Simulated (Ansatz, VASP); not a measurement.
# AgBr in VASP and in Ansatz

```
CELL_PARAMETERS angstrom
2.67362 2.67362 0.00000
-2.67362 2.67362 0.00000
0.00000 2.67362 2.67362
ATOMIC_POSITIONS crystal
Ag 0.00000 0.00000 0.00000
Br 0.50000 0.50000 0.00000
```

Alike in both runs: task single point; functional PBEsol; k mesh 8 × 8 × 8; occupations fermi-dirac, width 0.01 eV; non-collinear spin, spin-orbit coupling.

```csv
,VASP,Ansatz
version,VASP 6.6.1,Ansatz 0.2.0
potentials or method,"VASP PAW PBE potentials, release 64 (Ag, Br), cutoff 500 eV",all-electron LAPW
```

|  | VASP | Ansatz | Ansatz less VASP |
| --- | --- | --- | --- |
| pressure (GPa) | 15.0 | 15.0 | -0.01 |

VASP's potentials were made for PBE, not for PBEsol. Ansatz ran all-electron here, and VASP with PAW potentials.
